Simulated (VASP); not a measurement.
A run of VASP 6.6.1 is set up as follows.

Contents of INCAR:

```
PREC = Accurate ; ENCUT = 520
EDIFF = 1E-7 ; ISMEAR = 0
SIGMA = 0.1 ; LREAL = False
LASPH = True ; NELM = 150
ALGO = Normal ; ISIF = 2
LWAVE = False ; LCHARG = True
ISPIN = 2 ; MAGMOM = 0 0 0 0 0 0 0 0 0 0 0 0 1
LORBIT = 11 ; LDIPOL = True
IDIPOL = 3 ; DIPOL = 0.5 0.5 0.302
GGA = PE ; LELF = True
LVHAR = True ; LVACPOTAV = True
NBANDS = 34
```

The input KPOINTS:

```
regular mesh
0
Gamma
  6 6 1
```

POSCAR

```
Al12H
1.0
    5.7143028096      0.0000000000      0.0000000000
   -2.8571514048      4.9487313980      0.0000000000
    0.0000000000      0.0000000000     21.6016424764
Al H
12 1
Direct
    0.3333333333      0.1666666667      0.1851711047
    0.3333333333      0.6666666667      0.1851711047
    0.8333333333      0.1666666667      0.1851711047
    0.8333333333      0.6666666667      0.1851711047
    0.1666666667      0.3333333333      0.2916873740
    0.1666666667      0.8333333333      0.2916873740
    0.6666666667      0.3333333333      0.2916873740
    0.6666666667      0.8333333333      0.2916873740
    0.0000000000      0.0000000000      0.3981939098
    0.0000000000      0.5000000000      0.3981939098
    0.5000000000      0.0000000000      0.3981939098
    0.5000000000      0.5000000000      0.3981939098
    0.1666666667     -0.1666666667      0.4301359254
```

Potentials or basis: VASP PAW PBE potentials, release 64 (Al, H).

The run is started by

```sh
$ cat potpaw_PBE.64/Al/POTCAR potpaw_PBE.64/H/POTCAR > POTCAR
$ mpirun -np 1 vasp_std > vasp.out
```

Task: Predict the largest force.

Result: 0.808 eV/Å.

Task: Predict the net moment.

Result: 0.00 μB per cell.

Forces in eV/Å, atoms in the order of the input:
```
Al   0.000  0.077 -0.042
Al   0.067 -0.039 -0.042
Al   0.000  0.000 -0.106
Al  -0.067 -0.039 -0.042
Al  -0.023 -0.013 -0.001
Al   0.000  0.000 -0.082
Al   0.023 -0.013 -0.001
Al   0.000  0.026 -0.001
Al  -0.520  0.300 -0.170
Al   0.000 -0.600 -0.170
Al   0.520  0.300 -0.170
Al   0.000  0.000  0.019
H    0.000  0.000  0.808
```
